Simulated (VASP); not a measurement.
# Pt (P6_3/mmc) in VASP: a series of runs, part 3 of 3

VASP 6.6.1. Earlier steps stand in the parts before.

## 6. Single point, PBEsol (16.97 Å³/atom)

This run uses another cell than the first one, of 16.97 Å³/atom.

Input file INCAR:

```
SYSTEM = Pt
ALGO     = Normal         ! electronic algorithm
EDIFF    = 1E-6           ! SCF threshold, eV
ENCUT    = 520            ! plane-wave cutoff, eV
GGA      = PS             ! functional
ISIF     = 2              ! what is computed and relaxed
ISMEAR   = -1             ! smearing method
LASPH    = .TRUE.         ! aspherical terms in the spheres
LCHARG   = .FALSE.        ! write CHGCAR
LREAL    = .FALSE.        ! projectors in reciprocal space
LWAVE    = .FALSE.        ! write WAVECAR
NBANDS   = 17             ! bands
NELM     = 100            ! most SCF steps
PREC     = Accurate       ! precision mode
SIGMA    = 0.1            ! smearing width, eV
```

Input file KPOINTS:

```
k-points
0
G
  15 15 8
  0 0 0
```

Input file POSCAR:

```
Pt
1.0
    2.8375096780      0.0000000000      0.0000000000
   -1.4187548390      2.4573554647      0.0000000000
    0.0000000000      0.0000000000      4.8662140896
Pt
2
Direct
    0.3333333333      0.6666666667      0.2500000000
    0.6666666667      0.3333333333      0.7500000000
```

Potentials or basis: VASP PAW PBE potentials, release 64 (Pt).

Launch:

```
$ cat potpaw_PBE.64/Pt/POTCAR > POTCAR
$ mpirun -np 1 vasp_std > vasp.out
```

OUTCAR:

```text
SYSTEM = Pt
   EDIFF = 1E-6
   ENCUT = 520
   GGA = PS
   ISIF = 2
   ISMEAR = -1
   LASPH = .TRUE.
   LREAL = .FALSE.
   NELM = 100
   PREC = Accurate

 ion  position               nearest neighbor table
   1  0.333  0.667  0.250-   2 2.93   2 2.93   2 2.93   2 2.93   2 2.93   2 2.93
   2  0.667  0.333  0.750-   1 2.93   1 2.93   1 2.93   1 2.93   1 2.93   1 2.93

  LATTYP: Found a hexagonal cell.
 ALAT       =     2.8375096780
 C/A-ratio  =     1.7149594686

  Lattice vectors:

 A1 = (   2.8375096780,   0.0000000000,   0.0000000000)
 A2 = (  -1.4187548390,   2.4573554647,   0.0000000000)
 A3 = (   0.0000000000,   0.0000000000,   4.8662140896)

Analysis of symmetry for initial positions (statically):
=====================================================================
 Subroutine PRICEL returns:
 Original cell was already a primitive cell.

 Routine SETGRP: Setting up the symmetry group for a
 hexagonal supercell.

 Subroutine GETGRP returns: Found 24 space group operations
 (whereof 12 operations were pure point group operations)
 out of a pool of 24 trial point group operations.

The static configuration has the point symmetry D_3d.
 The point group associated with its full space group is D_6h.

Analysis of symmetry for dynamics (positions and initial velocities):
=====================================================================
 Subroutine PRICEL returns:
 Original cell was already a primitive cell.

 Routine SETGRP: Setting up the symmetry group for a
 hexagonal supercell.

 Subroutine GETGRP returns: Found 24 space group operations
 (whereof 12 operations were pure point group operations)
 out of a pool of 24 trial point group operations.

The dynamic configuration has the point symmetry D_3d.
 The point group associated with its full space group is D_6h.

 Subroutine INISYM returns: Found 24 space group operations
 (whereof 12 operations are pure point group operations),
 and found     1 'primitive' translations

[... 110 lines left out ...]
   EFERMI_NEDOS =   21; number of points for ismear=-14 and -15
   IALGO  =     38    algorithm
   IMIX   =      4    mixing-type and parameters
     AMIX     =   0.40;   BMIX     =  1.00
     AMIX_MAG =   1.60;   BMIX_MAG =  1.00
  volume/ion in A,a.u.               =      16.97       114.49
  Fermi-wavevector in a.u.,A,eV,Ry     =   1.372627  2.593890 25.634816  1.884106
  Thomas-Fermi vector in A             =   2.498217
   LORBIT       =      0    0 simple, 1 ext, 2 COOP (PROOUT), +10 PAW based schemes
   GGA     = PS    functional components
   LHFCALC =     F    Hartree Fock is set to
   AEXX    =    0.0000 exact exchange contribution
   IVDW    =     0    specifies the selected vdW correction
   LEPSILON=     F    determine dielectric tensor
   LRPA    =     F    only Hartree local field effects (RPA)
 non-spin polarized calculation
  energy-cutoff  :      520.00
  volume of cell :       33.93
 maximum number of plane-waves:       934
 NGX is ok and might be reduce to    24
   NGX = 11   NGY = 11   NGZ = 19

 number of electron      19.9999997 magnetization

 Free energy of the ion-electron system (eV)
  ---------------------------------------------------
  ext. energy  EPLUGINS =         0.00000000
  ---------------------------------------------------
  free energy    TOTEN  =       -13.55491900 eV

  energy without entropy =      -13.42388848  energy(sigma->0) =      -13.48940374

 E-fermi :   8.9633     XC(G=0): -12.9361

 val. band max:        8.9626586315   @ k =   0.3333   0.1333   0.5000
 cond. band min:       8.9669144176   @ k =   0.3333   0.0000   0.0000
 fundamental gap:      0.0042557861
 Fermi energy:         8.9632970587

 k-point     1 :       0.0000    0.0000    0.0000
  band No.  band energies     occupation
      1      -0.0650      2.00000
      2       2.5806      2.00000
      3       5.5141      2.00000
      4       5.9175      2.00000
      5       5.9175      2.00000
      6       6.2563      2.00000
[... 457 lines left out ...]
      4       5.7238      2.00000
      5       5.7882      2.00000
      6       5.9288      2.00000
[... 9 lines left out ...]
     16      19.8282      0.00000
     17      22.3315      0.00000

 [... further k-points ...]

------------------------ aborting loop because EDIFF is reached ----------------------------------------

  FORCE on cell =-STRESS in cart. coord.  units (eV):
  Direction    XX          YY          ZZ          XY          YZ          ZX
  --------------------------------------------------------------------------------------
  -------------------------------------------------------------------------------------
  Total       -5.1661947     -5.1661947     -4.6967389      0.0000000      0.0000000      0.0000000
  in kB     -243.9410021   -243.9410021   -221.7739120      0.0000000      0.0000000      0.0000000
  external PRESSURE =    -236.5519721 kB  Pullay stress =       0.0000000 kB

 VOLUME and BASIS-vectors are now :
 -----------------------------------------------------------------------------
  energy-cutoff  :      520.00
  volume of cell :       33.93
      direct lattice vectors                 reciprocal lattice vectors
     2.837509678  0.000000000  0.000000000     0.352421705  0.203470767  0.000000000
    -1.418754839  2.457355465  0.000000000     0.000000000  0.406941533  0.000000000
     0.000000000  0.000000000  4.866214090     0.000000000  0.000000000  0.205498562

 POSITION                                       TOTAL-FORCE (eV/Angst)
 -----------------------------------------------------------------------------------
     -0.00000      1.63824      1.21655         0.000000     -0.000000      0.000000
      1.41875      0.81912      3.64966        -0.000000      0.000000      0.000000
 -----------------------------------------------------------------------------------
    total drift:                               -0.000000      0.000000     -0.000000

  FREE ENERGIE OF THE ION-ELECTRON SYSTEM (eV)
  ---------------------------------------------------
  free  energy   TOTEN  =       -13.5549190041 eV

  energy  without entropy=      -13.4238884790  energy(sigma->0) =      -13.48940374
```

OSZICAR:

```text
N       E                     dE             d eps       ncg     rms          rms(c)
DAV:   1     0.978474565319E+02    0.97847E+02   -0.10373E+04  4598   0.112E+03
DAV:   2    -0.126098987577E+02   -0.11046E+03   -0.10460E+03  4953   0.238E+02
DAV:   3    -0.144704722003E+02   -0.18606E+01   -0.18305E+01  5662   0.304E+01
DAV:   4    -0.144803050606E+02   -0.98329E-02   -0.98306E-02  5486   0.231E+00
DAV:   5    -0.144804063511E+02   -0.10129E-03   -0.10129E-03  5693   0.248E-01    0.136E+01
DAV:   6    -0.136174021791E+02    0.86300E+00   -0.15423E+00  4795   0.108E+01    0.694E+00
DAV:   7    -0.135611100441E+02    0.56292E-01   -0.14533E-01  5451   0.322E+00    0.306E+00
DAV:   8    -0.135552320822E+02    0.58780E-02   -0.11619E-02  4959   0.843E-01    0.717E-01
DAV:   9    -0.135549095620E+02    0.32252E-03   -0.23708E-04  5264   0.130E-01    0.364E-02
DAV:  10    -0.135549182306E+02   -0.86686E-05   -0.46212E-06  5654   0.151E-02    0.971E-03
DAV:  11    -0.135549190041E+02   -0.77348E-06   -0.25397E-07  2810   0.395E-03
   1 F= -.13554919E+02 E0= -.13489404E+02  d E =-.131031E+00
```

stdout:

```text
POSCAR found type information on POSCAR Pt
 POSCAR found :  1 types and       2 ions
 scaLAPACK will be used
 -----------------------------------------------------------------------------
|                                                                             |
|                                                                             |
|     You enforced a specific xc type in the INCAR file but a different       |
|     I HOPE YOU KNOW WHAT YOU ARE DOING!                                     |
|                                                                             |
 -----------------------------------------------------------------------------

 LDA part: xc-table for (Slater+PW92), standard interpolation
 POSCAR, INCAR and KPOINTS ok, starting setup
 FFT: planning ... GRIDC
 FFT: planning ... GRID_SOFT
 FFT: planning ... GRID
 WAVECAR not read
 entering main loop
```

It took 52 s on 1 thread of Intel Xeon 8259CL, shared host; peak memory 0.2 GiB.

What came out:

```
Free energy            : -13.5549 eV
Pressure               : -23.7 GPa
Band gap on the k mesh : zero (bands 10 and 11 overlap by 1.06 eV)
```

Levels at points of the mesh, in eV from the Fermi level:
```tsv
k point	band 7	band 8	band 9	band 10	band 11	band 12	band 13	band 14
(0.00, 0.00, 0.00)	-2.71	-1.68	-1.68	-0.40	-0.21	-0.21	4.33	15.10
(0.00, 0.00, 0.50)	-3.05	-3.05	-0.73	-0.73	-0.73	-0.73	11.60	11.60
```

Caveat: the cell stands under tension; the PAW data sets were made with another functional, which shifts forces and pressure a little; spin-orbit coupling is left out, which moves the levels of the heavy elements.

## 7. Summary

| cell | gap on the mesh (eV) | pressure (GPa) |
| --- | --- | --- |
| a = 2.695, b = 2.695, c = 4.622 Å, angles 90.0, 90.0, 120.0°, 2 atoms | none | 12.5 |
| a = 2.732, b = 2.732, c = 4.686 Å, angles 90.0, 90.0, 120.0°, 2 atoms | none | -0.3 |
| a = 2.768, b = 2.768, c = 4.747 Å, angles 90.0, 90.0, 120.0°, 2 atoms | none | -10.2 |
| a = 2.803, b = 2.803, c = 4.808 Å, angles 90.0, 90.0, 120.0°, 2 atoms | none | -17.8 |
| a = 2.838, b = 2.838, c = 4.866 Å, angles 90.0, 90.0, 120.0°, 2 atoms | none | -23.7 |

Alike in all rows: task single point; level PBEsol; potentials or basis VASP PAW PBE potentials, release 64 (Pt); no spin polarisation; k mesh 15 × 15 × 8; cutoff (eV) 520; smearing fermi-dirac 0.1 eV.

Caveats: the PAW data sets were made with another functional, which shifts forces and pressure a little; spin-orbit coupling is left out, which moves the levels of the heavy elements; the cell stands under tension (at least some runs); the cell stands under pressure (at least some runs).

Total energies depend on the potentials used, so only differences within one code and one set of settings carry meaning.
